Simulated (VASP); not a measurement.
# Li2Se (Fm-3m) in VASP: notebook, part 2 of 2

VASP 6.6.1.

**4. Single point, PBE (volume scaled by 1.06)**

INCAR reads:

```
PREC = Accurate
ENCUT = 750
EDIFF = 1E-6
ISMEAR = 0
SIGMA = 0.02
LREAL = False
LASPH = True
NELM = 120
ALGO = Normal
ISIF = 2
LWAVE = False
LCHARG = False
GGA = PE
NBANDS = 13
GGA_COMPAT = False
```

KPOINTS reads:

```
regular mesh
0
Gamma
  8 8 8
```

POSCAR reads:

```
Li2Se
1.0
    0.0000000000      3.0613874993      3.0613874993
    3.0613874993      0.0000000000      3.0613874993
    3.0613874993      3.0613874993      0.0000000000
Li Se
2 1
Direct
    0.2500000000      0.2500000000      0.2500000000
    0.7500000000      0.7500000000      0.7500000000
    0.0000000000      0.0000000000      0.0000000000
```

Potentials or basis: VASP PAW PBE potentials, release 64 (Li_sv, Se).

The run is started by

```bash
cat potpaw_PBE.64/Li_sv/POTCAR potpaw_PBE.64/Se/POTCAR > POTCAR
mpirun -np 1 vasp_std > vasp.out
```

OUTCAR:

```text
PREC = Accurate
   ENCUT = 750
   EDIFF = 1E-6
   ISMEAR = 0
   LREAL = False
   LASPH = True
   NELM = 120
   ISIF = 2
   GGA = PE

 ion  position               nearest neighbor table
   1  0.250  0.250  0.250-   3 2.65   3 2.65   3 2.65   3 2.65
   2  0.750  0.750  0.750-   3 2.65   3 2.65   3 2.65   3 2.65
   3  0.000  0.000  0.000-   2 2.65   2 2.65   2 2.65   1 2.65   1 2.65   1 2.65   2 2.65   1 2.65

  LATTYP: Found a face centered cubic cell.
 ALAT       =     6.1227749986

  Lattice vectors:

 A1 = (   0.0000000000,   3.0613874993,   3.0613874993)
 A2 = (   3.0613874993,   0.0000000000,   3.0613874993)
 A3 = (   3.0613874993,   3.0613874993,   0.0000000000)

Analysis of symmetry for initial positions (statically):
=====================================================================
 Subroutine PRICEL returns:
 Original cell was already a primitive cell.

 Routine SETGRP: Setting up the symmetry group for a
 face centered cubic supercell.

 Subroutine GETGRP returns: Found 48 space group operations
 (whereof 48 operations were pure point group operations)
 out of a pool of 48 trial point group operations.

The static configuration has the point symmetry O_h .

Analysis of symmetry for dynamics (positions and initial velocities):
=====================================================================
 Subroutine PRICEL returns:
 Original cell was already a primitive cell.

 Routine SETGRP: Setting up the symmetry group for a
 face centered cubic supercell.

 Subroutine GETGRP returns: Found 48 space group operations
 (whereof 48 operations were pure point group operations)
 out of a pool of 48 trial point group operations.

The dynamic configuration has the point symmetry O_h .

 Subroutine INISYM returns: Found 48 space group operations
 (whereof 48 operations are pure point group operations),
 and found     1 'primitive' translations

----------------------------------------------------------------------------------------

                                     Primitive cell

  volume of cell :      57.3832

  direct lattice vectors                    reciprocal lattice vectors
[... 122 lines left out ...]
  energy-cutoff  :      750.00
  volume of cell :       57.38
 maximum number of plane-waves:      2698
   NGX = 19   NGY = 19   NGZ = 19

 number of electron      12.0000001 magnetization

 Free energy of the ion-electron system (eV)
  ---------------------------------------------------
  ext. energy  EPLUGINS =         0.00000000
  ---------------------------------------------------
  free energy    TOTEN  =       -11.11292501 eV

  energy without entropy =      -11.11292501  energy(sigma->0) =      -11.11292501

 E-fermi :   0.9303     XC(G=0):  -8.0496

 val. band max:        0.6783933198   @ k =   0.0000   0.0000   0.0000
 cond. band min:       3.6936659701   @ k =   0.5000   0.5000   0.0000
 fundamental gap:      3.0152726502
 Fermi energy:         0.9302671485

 k-point     1 :       0.0000    0.0000    0.0000
  band No.  band energies     occupation
      1     -44.1397      2.00000
      2     -44.1210      2.00000
      3     -10.5637      2.00000
      4       0.6784      2.00000
      5       0.6784      2.00000
      6       0.6784      2.00000
      7       3.8239      0.00000
      8       6.2630      0.00000
      9       6.2630      0.00000
     10       6.2630      0.00000
     11      11.0793      0.00000
     12      11.0793      0.00000
     13      11.3638      0.00000
[... 354 lines left out ...]
  band No.  band energies     occupation
      1     -44.1300      2.00000
      2     -44.1300      2.00000
      3     -10.1913      2.00000
      4      -1.7538      2.00000
      5      -0.5379      2.00000
      6      -0.1725      2.00000
      7       6.0228      0.00000
      8       6.2439      0.00000
      9       8.1355      0.00000
     10       8.7863      0.00000
     11       9.7841      0.00000
     12      11.0659      0.00000
     13      12.9411      0.00000

 [... further k-points ...]

------------------------ aborting loop because EDIFF is reached ----------------------------------------

  FORCE on cell =-STRESS in cart. coord.  units (eV):
  Direction    XX          YY          ZZ          XY          YZ          ZX
  --------------------------------------------------------------------------------------
  -------------------------------------------------------------------------------------
  Total       -0.6436262     -0.6436262     -0.6436262      0.0000000     -0.0000000      0.0000000
  in kB      -17.9704673    -17.9704673    -17.9704673      0.0000000     -0.0000000      0.0000000
  external PRESSURE =     -17.9704673 kB  Pullay stress =       0.0000000 kB

 VOLUME and BASIS-vectors are now :
 -----------------------------------------------------------------------------
  energy-cutoff  :      750.00
  volume of cell :       57.38
      direct lattice vectors                 reciprocal lattice vectors
     0.000000000  3.061387499  3.061387499    -0.163324636  0.163324636  0.163324636
     3.061387499  0.000000000  3.061387499     0.163324636 -0.163324636  0.163324636
     3.061387499  3.061387499  0.000000000     0.163324636  0.163324636 -0.163324636

 POSITION                                       TOTAL-FORCE (eV/Angst)
 -----------------------------------------------------------------------------------
      1.53069      1.53069      1.53069         0.000000      0.000000      0.000000
      4.59208      4.59208      4.59208        -0.000000     -0.000000     -0.000000
      0.00000      0.00000      0.00000         0.000000      0.000000     -0.000000
 -----------------------------------------------------------------------------------
    total drift:                                0.000000     -0.000000      0.000000

  FREE ENERGIE OF THE ION-ELECTRON SYSTEM (eV)
  ---------------------------------------------------
  free  energy   TOTEN  =       -11.1129250098 eV

  energy  without entropy=      -11.1129250098  energy(sigma->0) =      -11.11292501
```

stdout:

```text
POSCAR found type information on POSCAR LiSe
 POSCAR found :  2 types and       3 ions
 scaLAPACK will be used
 LDA part: xc-table for (Slater+PW92), standard interpolation
 POSCAR, INCAR and KPOINTS ok, starting setup
 FFT: planning ... GRIDC
 FFT: planning ... GRID_SOFT
 FFT: planning ... GRID
 WAVECAR not read
 entering main loop
```

Run time: 60 s. Hardware: 1 thread of Intel Xeon 8259CL, shared host; peak memory 0.25 GiB.

Results:

```
Free energy            : -11.1129 eV
Pressure               : -1.8 GPa
Band gap on the k mesh : 3.02 eV, indirect (least direct gap 3.15 eV)
```

**5. Single point, PBE (volume scaled by 1.10)**

INCAR is that of step 4.

KPOINTS is that of step 4.

POSCAR reads:

```
Li2Se
1.0
    0.0000000000      3.0994210467      3.0994210467
    3.0994210467      0.0000000000      3.0994210467
    3.0994210467      3.0994210467      0.0000000000
Li Se
2 1
Direct
    0.2500000000      0.2500000000      0.2500000000
    0.7500000000      0.7500000000      0.7500000000
    0.0000000000      0.0000000000      0.0000000000
```

The run is started by

```bash
cat potpaw_PBE.64/Li_sv/POTCAR potpaw_PBE.64/Se/POTCAR > POTCAR
mpirun -np 1 vasp_std > vasp.out
```

It took 62 s on 1 thread of Intel Xeon 8259CL, shared host; peak memory 0.25 GiB.

It converged, with:

| Property | Result |
| --- | --- |
| Free energy | -11.0831 eV |
| Pressure | -2.7 GPa |
| Band gap on the k mesh | 3.00 eV, direct |

Levels at points of the mesh, in eV from the valence-band top:
| k point | band 3 | band 4 | band 5 | band 6 | band 7 | band 8 | band 9 | band 10 |
| --- | --- | --- | --- | --- | --- | --- | --- | --- |
| (0.00, 0.00, 0.00) | -11.16 | 0.00 | 0.00 | 0.00 | 3.00 | 5.56 | 5.56 | 5.56 |
| (0.50, 0.00, 0.00) | -10.86 | -2.60 | -0.46 | -0.46 | 4.73 | 5.89 | 5.89 | 7.53 |
| (0.50, 0.50, 0.00) | -10.77 | -2.06 | -1.25 | -1.25 | 3.04 | 5.92 | 9.69 | 9.69 |

 A k mesh can miss the band edges.

**6. Summary**

```csv
cell,gap on the mesh (eV),pressure (GPa)
"a = 4.159 Å, angles 60.0°, 3 atoms",2.92,2.3
"a = 4.288 Å, angles 60.0°, 3 atoms",3.00,-1.0
"a = 4.329 Å, angles 60.0°, 3 atoms",3.02,-1.8
"a = 4.383 Å, angles 60.0°, 3 atoms",3.00,-2.7
```

Alike in all rows: task single point; level PBE; potentials or basis VASP PAW PBE potentials, release 64 (Li_sv, Se); no spin polarisation; k mesh 8 × 8 × 8; cutoff (eV) 750; smearing gaussian 0.02 eV.

Absolute energies hang on the potentials; compare differences alone.
